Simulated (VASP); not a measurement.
Here is a VASP 6.6.1 calculation.

The input INCAR:

```
PREC = Accurate
ENCUT = 520
EDIFF = 1E-6
ISMEAR = 0
SIGMA = 0.1
LREAL = F
LASPH = T
NELM = 60
ALGO = Normal
ISIF = 2
LWAVE = F
LCHARG = T
GGA = PE
LELF = T
LVHAR = T
NBANDS = 27
```

File KPOINTS:

```
regular mesh
0
Gamma
  12 12 4
```

POSCAR

```
B3As5
1.0
    3.4521119469      0.0000000000      0.0000000000
   -1.7260559734      2.9896166427      0.0000000000
    0.0000000000      0.0000000000     12.8968569856
B As
3 5
Direct
    0.3333333333      0.6666666667      0.0395761460
    0.6666666667      0.3333333333      0.2549302707
    0.0000000000      0.0000000000      0.7098135623
    0.0000000000      0.0000000000      0.9887007186
    0.3333333333      0.6666666667      0.2033990680
    0.6666666667      0.3333333333      0.4199327341
    0.3333333333      0.6666666667      0.7536150660
    0.0000000000      0.0000000000      0.5345324343
```

Potentials or basis: VASP PAW PBE potentials, release 64 (B, As).

The run is started by

```console
$ cat potpaw_PBE.64/B/POTCAR potpaw_PBE.64/As/POTCAR > POTCAR
$ mpirun -np 1 vasp_std > vasp.out
```

**Question.** Estimate the pressure.

**Answer.** 0.4 GPa.

**Question.** Estimate the band gap on the k mesh.

**Answer.** Zero (bands 17 and 18 overlap by 1.56 eV).

Forces in eV/Å, atoms in the order of the input:
```
B    0.000  0.000 -0.002
B    0.000  0.000  0.009
B    0.000  0.000 -0.018
As   0.000  0.000 -0.030
As   0.000  0.000 -0.008
As   0.000  0.000 -0.038
As   0.000  0.000  0.033
As   0.000  0.000  0.055
```

Caveat: this functional lacks dispersion, which binds layers or chains, so the pressure and a relaxed spacing across them are unreliable.
